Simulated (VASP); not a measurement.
# Rh: single point with revPBE

Rh:

```
Rh
1.0
     0.00000    2.81100    2.81100
     2.81100    0.00000    2.81100
     2.81100    2.81100    0.00000
Rh
2
Direct
  0.12500 0.12500 0.12500
  0.87500 0.87500 0.87500
```

This cell differs from its parent crystal: volume scaled by 1.04.

```yaml
Program: VASP 6.6.1
Task: single point
Functional: revPBE
Potentials_or_basis: VASP PAW PBE potentials, release 64 (Rh_pv)
Cutoff: 520 eV
k_mesh: 11 × 11 × 11
Occupations: fermi-dirac, width 0.1 eV
Spin: no spin polarisation
```

```yaml
Pressure: -4.1 GPa
Band_gap_on_the_k_mesh: zero (band 15 reaches 6.25 eV, above the bottom of band 16 at 5.23 eV)
```

Levels at points of the mesh, in eV from the Fermi level:
```tsv
k point	band 13	band 14	band 15	band 16	band 17	band 18
(0.00, 0.00, 0.00)	-1.30	-1.30	-1.30	0.30	0.30	12.34
```

Run time: 20 s on 1 thread of Intel(R) Xeon(R) 6975P-C (Granite Rapids), with other jobs on the host, peak memory 0.18 GiB.

Caveat: the PAW data sets were made with another functional, which shifts forces and pressure a little.
